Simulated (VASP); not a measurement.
Input of a VASP 6.6.1 run:

Contents of INCAR:

```
  PREC = Accurate
  ENCUT = 600
  EDIFF = 1E-6
  ISMEAR = 0
  SIGMA = 0.05
  LREAL = False
  LASPH = True
  NELM = 80
  ALGO = Normal
  ISIF = 3
  LWAVE = False
  LCHARG = False
  IBRION = 2
  NSW = 50
  EDIFFG = -0.01
```

The input KPOINTS:

```
Automatic mesh
0
Gamma
  18 18 10
```

Contents of POSCAR:

```
Zn
1.0
    2.5528907685      0.0000000000      0.0000000000
   -1.2764453843      2.2108682586      0.0000000000
    0.0000000000      0.0000000000      4.8432601927
Zn
2
Direct
    0.3333333333      0.6666666667      0.7500000000
    0.6666666667      0.3333333333      0.2500000000
```

Potentials or basis: VASP PAW LDA potentials, release 64 (Zn).

Run with:

```bash
$ cat potpaw_LDA.64/Zn/POTCAR > POTCAR
$ mpirun -np 1 vasp_std > vasp.out
```

Q: Estimate the band gap on the k mesh.

A: Zero (bands 12 and 13 overlap by 5.03 eV).

Q: What does it give for the space group after relaxing (to 0.1 Å)?

A: P6_3/mmc (No. 194).

Q: Estimate the relaxed cell.

A: a = 2.558 Å, b = 2.558 Å, c = 4.850 Å, α = 90.00°, β = 90.00°, γ = 120.00°.

Stress tensor (GPa, compression positive):
```
-0.03  0.00  0.00
 0.00 -0.03  0.00
 0.00  0.00  0.10
```
